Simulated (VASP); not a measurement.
# NbAs (I4_1md) in VASP: further runs, part 2 of 2

VASP 6.6.1.

### Step 3. Single point, PBE

This run uses another cell than the first one, of the same volume but with other edges.

INCAR reads:

```
SYSTEM = NbAs
PREC = Accurate
ENCUT = 520
EDIFF = 1E-6
ISMEAR = 0
SIGMA = 0.1
LREAL = .FALSE.
LASPH = .TRUE.
NELM = 60
ALGO = Normal
ISIF = 2
LWAVE = .FALSE.
LCHARG = .FALSE.
GGA = PE
ISYM = 0
NBANDS = 26
```

KPOINTS reads:

```
Automatic mesh
0
G
  10 10 6
  0 0 0
```

POSCAR reads:

```
NbAs
1.0
    3.4734820522      0.0000000000      0.0000000000
    0.0000000000      3.4734820522      0.0000000000
    1.7367410261     -1.7367410261      5.8745821652
Nb As
2 2
Direct
    0.2511035289      0.7488964711      0.4977929422
    0.5011035289     -0.0011035289     -0.0022070578
    0.8328964711      0.1671035289      0.3342070578
    0.0828964711      0.4171035289      0.8342070578
```

Potentials or basis: VASP PAW PBE potentials, release 64 (Nb_sv, As).

The run is started by

```console
$ cat potpaw_PBE.64/Nb_sv/POTCAR potpaw_PBE.64/As/POTCAR > POTCAR
$ mpirun -np 1 vasp_std > vasp.out
```

OUTCAR:

```text
SYSTEM = NbAs
   PREC = Accurate
   ENCUT = 520
   EDIFF = 1E-6
   ISMEAR = 0
   LREAL = .FALSE.
   LASPH = .TRUE.
   NELM = 60
   ISIF = 2
   GGA = PE
   ISYM = 0

 ion  position               nearest neighbor table
   1  0.251  0.749  0.498-   4 2.63   4 2.63   3 2.64   3 2.64   3 2.64   3 2.64
   2  0.501  0.999  0.998-   3 2.63   3 2.63   4 2.64   4 2.64   4 2.64   4 2.64
   3  0.833  0.167  0.334-   2 2.63   2 2.63   1 2.64   1 2.64   1 2.64   1 2.64
   4  0.083  0.417  0.834-   1 2.63   1 2.63   2 2.64   2 2.64   2 2.64   2 2.64

IMPORTANT INFORMATION: All symmetrisations will be switched off!
NOSYMM: (Re-)initialisation of all symmetry stuff for point group C_1.

[... 879 lines left out ...]
  -------------------------------------------------------------------------------------
  Total        0.0246683      0.0251017      0.0243081      0.0000698      0.0004316     -0.0004297
  in kB        0.5576248      0.5674224      0.5494829      0.0015782      0.0097559     -0.0097126
  external PRESSURE =       0.5581767 kB  Pullay stress =       0.0000000 kB

 VOLUME and BASIS-vectors are now :
 -----------------------------------------------------------------------------
  energy-cutoff  :      520.00
  volume of cell :       70.88
      direct lattice vectors                 reciprocal lattice vectors
     3.473482052  0.000000000  0.000000000     0.287895543  0.000000000 -0.085112436
     0.000000000  3.473482052  0.000000000     0.000000000  0.287895543  0.085112436
     1.736741026 -1.736741026  5.874582165     0.000000000  0.000000000  0.170224872

 POSITION                                       TOTAL-FORCE (eV/Angst)
 -----------------------------------------------------------------------------------
      1.73674      1.73674      2.92433        -0.000838      0.000422     -0.001401
      3.47348      1.73674      5.86162        -0.000422      0.000838     -0.001450
      3.47348      0.00000      1.96333         0.000973     -0.000287      0.001416
      1.73674      0.00000      4.90062         0.000288     -0.000973      0.001435
 -----------------------------------------------------------------------------------
    total drift:                                0.000098     -0.000094      0.000036

  FREE ENERGIE OF THE ION-ELECTRON SYSTEM (eV)
  ---------------------------------------------------
  free  energy   TOTEN  =       -32.5282923933 eV

  energy  without entropy=      -32.5241534642  energy(sigma->0) =      -32.52622293
```

OSZICAR:

```text
N       E                     dE             d eps       ncg     rms          rms(c)
DAV:   1     0.349871688752E+03    0.34987E+03   -0.18867E+04 15808   0.136E+03
DAV:   2    -0.494014725489E+01   -0.35481E+03   -0.34512E+03 19084   0.496E+02
DAV:   3    -0.325034444670E+02   -0.27563E+02   -0.27071E+02 28196   0.104E+02
DAV:   4    -0.344518895081E+02   -0.19484E+01   -0.19364E+01 24552   0.222E+01
DAV:   5    -0.345029677450E+02   -0.51078E-01   -0.51035E-01 26274   0.387E+00    0.108E+01
DAV:   6    -0.325362832906E+02    0.19667E+01   -0.67349E+00 24232   0.181E+01    0.297E+00
DAV:   7    -0.325347113869E+02    0.15719E-02   -0.44059E-01 22788   0.377E+00    0.187E+00
DAV:   8    -0.325276995434E+02    0.70118E-02   -0.62144E-02 24894   0.153E+00    0.389E-01
DAV:   9    -0.325280903977E+02   -0.39085E-03   -0.52234E-03 25390   0.502E-01    0.225E-01
DAV:  10    -0.325283107270E+02   -0.22033E-03   -0.11440E-03 20704   0.292E-01    0.292E-02
DAV:  11    -0.325282980734E+02    0.12654E-04   -0.64260E-05 24364   0.604E-02    0.134E-02
DAV:  12    -0.325282929171E+02    0.51563E-05   -0.73352E-06 22100   0.270E-02    0.453E-03
DAV:  13    -0.325282923933E+02    0.52377E-06   -0.87128E-07 11244   0.797E-03
   1 F= -.32528292E+02 E0= -.32526223E+02  d E =-.413893E-02
```

stdout:

```text
POSCAR found type information on POSCAR NbAs
 POSCAR found :  2 types and       4 ions
 scaLAPACK will be used
 LDA part: xc-table for (Slater+PW92), standard interpolation
 -----------------------------------------------------------------------------
|                                                                             |
|           W    W    AA    RRRRR   N    N  II  N    N   GGGG   !!!           |
|           W    W   A  A   R    R  NN   N  II  NN   N  G    G  !!!           |
|           W    W  A    A  R    R  N N  N  II  N N  N  G       !!!           |
|           W WW W  AAAAAA  RRRRR   N  N N  II  N  N N  G  GGG   !            |
|           WW  WW  A    A  R   R   N   NN  II  N   NN  G    G                |
|           W    W  A    A  R    R  N    N  II  N    N   GGGG   !!!           |
|                                                                             |
|     Your reciprocal lattice and k-lattice belong to different lattice       |
|     classes:                                                                |
|                                                                             |
|        The reciprocal lattice is body-centered tetragonal,                  |
|        whereas your k-lattice is base-centered monoclinic.                  |
|                                                                             |
|     Results are often still useful ...                                      |
|                                                                             |
 -----------------------------------------------------------------------------

 POSCAR, INCAR and KPOINTS ok, starting setup
 FFT: planning ... GRIDC
 FFT: planning ... GRID_SOFT
 FFT: planning ... GRID
 WAVECAR not read
 entering main loop
```

Wall time 13 min (1 thread of Oxide Virtual Turin-like, shared host); peak memory 0.53 GiB.

What came out:

| Quantity | Value |
| --- | --- |
| Free energy | -32.5283 eV |
| Pressure | 0.1 GPa |
